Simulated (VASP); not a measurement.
# Ge (P6_3/mmc) in VASP: a series of runs, part 2 of 2

VASP 6.6.1.

### 4 Relaxation of cell and atoms, PBEsol

Input file INCAR:

```
SYSTEM = Ge
ALGO = Normal
EDIFF = 1E-6
EDIFFG = -0.005
ENCUT = 600
GGA = PS
IBRION = 2
ISIF = 3
ISMEAR = 0
LASPH = .True.
LCHARG = .False.
LREAL = .False.
LWAVE = .False.
NELM = 60
NSW = 100
PREC = Accurate
SIGMA = 0.1
```

Input file KPOINTS:

```
k-points
0
Gamma
  12 12 6
  0 0 0
```

Input file POSCAR:

```
Ge
1.0
    3.9986408876      0.0000000000      0.0000000000
   -1.9993204438      3.4629245893      0.0000000000
    0.0000000000      0.0000000000      6.5920610852
Ge
4
Direct
    0.6666666667      0.3333333333      0.0627779754
    0.3333333333      0.6666666667      0.5627779754
    0.6666666667      0.3333333333      0.4372220246
    0.3333333333      0.6666666667      0.9372220246
```

Potentials or basis: VASP PAW PBE potentials, release 64 (Ge_d).

Command:

```
$ cat potpaw_PBE.64/Ge_d/POTCAR > POTCAR
$ mpirun -np 1 vasp_std > vasp.out
```

OUTCAR:

```text
SYSTEM = Ge
   EDIFF = 1E-6
   EDIFFG = -0.005
   ENCUT = 600
   GGA = PS
   IBRION = 2
   ISIF = 3
   ISMEAR = 0
   LASPH = .True.
   LREAL = .False.
   NELM = 60
   NSW = 100
   PREC = Accurate

 ion  position               nearest neighbor table
   1  0.667  0.333  0.063-   4 2.45   4 2.45   4 2.45   3 2.47
   2  0.333  0.667  0.563-   3 2.45   3 2.45   3 2.45   4 2.47
   3  0.667  0.333  0.437-   2 2.45   2 2.45   2 2.45   1 2.47
   4  0.333  0.667  0.937-   1 2.45   1 2.45   1 2.45   2 2.47

  LATTYP: Found a hexagonal cell.
 ALAT       =     3.9986408876
 C/A-ratio  =     1.6485754211

  Lattice vectors:

 A1 = (   3.9986408876,   0.0000000000,   0.0000000000)
 A2 = (  -1.9993204438,   3.4629245893,   0.0000000000)
 A3 = (   0.0000000000,   0.0000000000,   6.5920610852)

Analysis of symmetry for initial positions (statically):
=====================================================================
 Subroutine PRICEL returns:
 Original cell was already a primitive cell.

 Routine SETGRP: Setting up the symmetry group for a
 hexagonal supercell.

 Subroutine GETGRP returns: Found 24 space group operations
[... 178 lines left out ...]
  Direction    XX          YY          ZZ          XY          YZ          ZX
  --------------------------------------------------------------------------------------
  -------------------------------------------------------------------------------------
  Total       -0.0664009     -0.0664009     -0.0323257      0.0000000      0.0000000      0.0000000
  in kB       -1.1654879     -1.1654879     -0.5673900      0.0000000      0.0000000      0.0000000
  external PRESSURE =      -0.9661219 kB  Pullay stress =       0.0000000 kB
[... 101 lines left out ...]
--------------------------------------- Ionic step        4  -------------------------------------------

 number of electron      55.9999987 magnetization

 Free energy of the ion-electron system (eV)
  ---------------------------------------------------
  ext. energy  EPLUGINS =         0.00000000
  ---------------------------------------------------
  free energy    TOTEN  =       -19.68485780 eV

  energy without entropy =      -19.68426027  energy(sigma->0) =      -19.68455904

 E-fermi :   4.8688     XC(G=0): -10.0920

 val. band max:        4.8300440903   @ k =   0.0000   0.0000   0.0000
 cond. band min:       4.9672770080   @ k =   0.0000   0.0000   0.0000
 fundamental gap:      0.1372329177
 Fermi energy:         4.8688440429

 k-point     1 :       0.0000    0.0000    0.0000
  band No.  band energies     occupation
      1     -19.9952      2.00000
      2     -19.9952      2.00000
      3     -19.9573      2.00000
      4     -19.9567      2.00000
      5     -19.9567      2.00000
      6     -19.9435      2.00000
[... 853 lines left out ...]
     32       8.8069      0.00000
     33       9.4485      0.00000

 [... further k-points ...]

------------------------ aborting loop because EDIFF is reached ----------------------------------------

  FORCE on cell =-STRESS in cart. coord.  units (eV):
  Direction    XX          YY          ZZ          XY          YZ          ZX
  --------------------------------------------------------------------------------------
  -------------------------------------------------------------------------------------
  Total        0.0031610      0.0031610      0.0182554      0.0000000      0.0000000      0.0000000
  in kB        0.0555592      0.0555592      0.3208636      0.0000000      0.0000000      0.0000000
  external PRESSURE =       0.1439940 kB  Pullay stress =       0.0000000 kB
[... 19 lines left out ...]
  FREE ENERGIE OF THE ION-ELECTRON SYSTEM (eV)
  ---------------------------------------------------
  free  energy   TOTEN  =       -19.6848577998 eV

  energy  without entropy=      -19.6842602708  energy(sigma->0) =      -19.68455904

 reached required accuracy - stopping structural energy minimisation
```

Wall time 3.4 min (1 thread of AMD EPYC 9R45 (Zen 5), shared host); peak memory 0.33 GiB.

Results:

* Free energy: -19.6849 eV
* Relaxed volume: 22.79 Å³/atom
* Relaxed cell: a = 3.996 Å, b = 3.996 Å, c = 6.590 Å, α = 90.00°, β = 90.00°, γ = 120.00°
* Space group after relaxing (to 0.1 Å): P6_3/mmc (No. 194)
* Energy gained by relaxing: 0.0 meV/atom
* Ionic steps: 4
* Pressure after relaxing: 0.0 GPa
* Largest force after relaxing: 0.003 eV/Å
* Band gap on the k mesh: zero (bands 28 and 29 overlap by 0.04 eV)

Forces in eV/Å, atoms in the order of the input:
```
Ge   0.000  0.000  0.003
Ge   0.000  0.000  0.003
Ge   0.000  0.000 -0.003
Ge   0.000  0.000 -0.003
```

Final structure:
```cif
data_structure
_symmetry_space_group_name_H-M 'P 1'
_symmetry_Int_Tables_number 1
_cell_length_a 3.9964
_cell_length_b 3.9964
_cell_length_c 6.5903
_cell_angle_alpha 90.000
_cell_angle_beta 90.000
_cell_angle_gamma 120.000
_cell_volume 91.15
loop_
_atom_site_label
_atom_site_type_symbol
_atom_site_fract_x
_atom_site_fract_y
_atom_site_fract_z
_atom_site_occupancy
Ge1 Ge 0.66667 0.33333 0.06280 1
Ge2 Ge 0.33333 0.66667 0.56280 1
Ge3 Ge 0.66667 0.33333 0.43720 1
Ge4 Ge 0.33333 0.66667 0.93720 1
```

Caveat: semilocal functionals underestimate gaps, so a narrow gap can read as zero; the PAW data sets were made with another functional, which shifts forces and pressure a little.

### 5 The runs side by side

```csv
task,cell,k mesh,cutoff (eV),smearing,gap on the mesh (eV),pressure (GPa),relaxed volume (Å³/atom)
single point,"a = 3.997, b = 3.997, c = 6.596 Å, angles 90.0, 90.0, 120.0°, 4 atoms",6 × 6 × 4,520,gaussian 0.1 eV,0.09,0.0,-
relaxation of cell and atoms,"relaxed from a = 3.998, b = 3.998, c = 6.599 Å, angles 90.0, 90.0, 120.0°, 4 atoms",12 × 12 × 6,600,gaussian 0.01 eV,none,0.0,22.78
relaxation of cell and atoms,"relaxed from a = 3.999, b = 3.999, c = 6.592 Å, angles 90.0, 90.0, 120.0°, 4 atoms",12 × 12 × 6,600,gaussian 0.1 eV,none,0.0,22.79
```

Alike in all rows: level PBEsol; potentials or basis VASP PAW PBE potentials, release 64 (Ge_d); no spin polarisation.

Caveats: the PAW data sets were made with another functional, which shifts forces and pressure a little; semilocal functionals underestimate gaps, so a narrow gap can read as zero (at least some runs).

Total energies depend on the potentials used, so only differences within one code and one set of settings carry meaning.
